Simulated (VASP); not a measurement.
Input of a VASP 6.6.1 run:

File INCAR:

```
SYSTEM = PC
PREC     = Accurate       ! precision mode
ENCUT    = 600            ! plane-wave cutoff, eV
EDIFF    = 1E-6           ! SCF threshold, eV
ISMEAR   = 0              ! smearing method
SIGMA    = 0.2            ! smearing width, eV
LREAL    = .False.        ! projectors in reciprocal space
LASPH    = .True.         ! aspherical terms in the spheres
NELM     = 120            ! most SCF steps
ALGO     = Normal         ! electronic algorithm
ISIF     = 2              ! what is computed and relaxed
LWAVE    = .False.        ! write WAVECAR
LCHARG   = .False.        ! write CHGCAR
GGA      = PE             ! functional
NBANDS   = 12             ! bands
GGA_COMPAT= .False.
```

The input KPOINTS:

```
Automatic mesh
0
Gamma
  7 7 5
  0 0 0
```

POSCAR

```
PC
1.0
    2.6742667950      0.0000000000      0.0000000000
    0.0000000000      2.6742667950      0.0000000000
    0.0000000000      0.0000000000      2.6725614257
P C
1 1
Direct
    0.5000000000      0.5000000000      0.5000000000
    0.0000000000      0.0000000000      0.0000000000
```

Potentials or basis: VASP PAW PBE potentials, release 64 (P, C).

Run with:

```sh
$ cat potpaw_PBE.64/P/POTCAR potpaw_PBE.64/C/POTCAR > POTCAR
$ mpirun -np 1 vasp_std > vasp.out
```

Q: Predict the pressure.

A: -0.4 GPa.

Stress tensor (GPa, compression positive):
```
-0.36  0.00  0.00
 0.00 -0.36  0.00
 0.00  0.00 -0.59
```

Caveat: the k points lie up to 0.47 Å⁻¹ apart.
